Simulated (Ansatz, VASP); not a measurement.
## TiC: VASP beside Ansatz

The input INCAR:

```
SYSTEM = TiC
  ALGO = Normal
  EDIFF = 1E-7
  ENCUT = 520
  GGA = PS
  ISIF = 2
  ISMEAR = 0
  LASPH = .True.
  LCHARG = .True.
  LELF = .True.
  LREAL = .False.
  LVHAR = .True.
  LWAVE = .False.
  NBANDS = 15
  NELM = 60
  PREC = Accurate
  SIGMA = 0.15
```

The input KPOINTS:

```
k-points
0
Gamma
  24 24 24
  0 0 0
```

POSCAR

```
TiC
1.0
    0.0000000000      2.1708356792      2.1708356792
    2.1466854677      0.0241502115      2.1466854677
    2.1466854677      2.1466854677      0.0241502115
Ti C
1 1
Direct
    0.0000000000      0.0000000000      0.0000000000
    0.5000000000      0.5000000000      0.5000000000
```

Input for Ansatz:

```yaml
crystal:
  lattice:
    - [0.0, 2.1708356792, 2.1708356792]
    - [2.1466854677, 0.0241502115, 2.1466854677]
    - [2.1466854677, 2.1466854677, 0.0241502115]
  atoms:
    - { symbol: Ti, position: [0.0, 0.0, 0.0] }
    - { symbol: C, position: [0.5, 0.5, 0.5] }
basis:
  ecutwfc: 420
kpoints:
  mp_grid: { grid: [24, 24, 24] }
hamiltonian:
  xc: pbesol
scf:
  occupations: { method: gaussian, width: 0.15 }
output:
  forces: true
  stress: true
  eigenvalues: true
```

Change from the starting cell: strain +0.0225 x Voigt [0, 0, 0, 1, 0, 0], atoms carried along.

Alike in both runs: task single point; functional PBEsol; k mesh 24 × 24 × 24; occupations gaussian, width 0.15 eV; no spin polarisation.

|  | VASP | Ansatz |
| --- | --- | --- |
| version | VASP 6.6.1 | Ansatz 0.2.0 |
| potentials or method | VASP PAW PBE potentials, release 64 (Ti_sv, C), cutoff 520 eV | scalar-relativistic, plane waves, PAW |
| valence electrons in the cell | 16 | 16 |

|  | VASP | Ansatz | Ansatz less VASP |
| --- | --- | --- | --- |
| gap on the k mesh at the Fermi level (eV) | none | none | - |
| pressure (GPa) | 0.3 | 0.0 | -0.26 |
| traceless stress, the component that is largest in VASP (GPa) | -3.87 | -3.88 | -0.017 |

VASP's potentials were made for PBE, not for PBEsol. A gap of «none» marks a metal or a gap that the smearing closes.
